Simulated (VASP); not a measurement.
**Sn: single point with PBE**

Sn:

```
Sn
1.0
     3.33164    0.00000    0.00000
    -1.66582    2.88528    0.00000
     0.00000    0.00000    5.53913
Sn
2
Direct
  0.33333 0.66667 0.25000
  0.66667 0.33333 0.75000
```

This isn't the form of Sn at room conditions, which is tetragonal (white tin).

```yaml
Program: VASP 6.6.1
Task: single point
Functional: PBE
Potentials_or_basis: VASP PAW PBE potentials, release 64 (Sn_d)
Cutoff: 520 eV
k_mesh: 12 × 12 × 7
Occupations: fermi-dirac, width 0.1 eV
Spin: no spin polarisation
```

| Property | Result |
| --- | --- |
| Pressure | 2.1 GPa |
| Band gap on the k mesh | zero (bands 14 and 15 overlap by 8.47 eV) |

Stress tensor (GPa, compression positive):
```
2.57 0.00 0.00
0.00 2.57 0.00
0.00 0.00 1.10
```

Levels at points of the mesh, in eV from the Fermi level:
```tsv
k point	band 11	band 12	band 13	band 14	band 15	band 16	band 17	band 18
(0.00, 0.00, 0.00)	-11.25	-6.97	-4.75	6.10	6.10	7.69	7.84	7.84
(0.50, 0.00, 0.00)	-7.06	-5.96	-2.42	-1.60	-0.79	1.24	2.28	5.85
```

Wall time 41 s on 1 thread of Intel(R) Xeon(R) 6975P-C (Granite Rapids) (shared host), peak memory 0.21 GiB.

Caveat: spin-orbit coupling is left out, which moves the levels of the heavy elements.
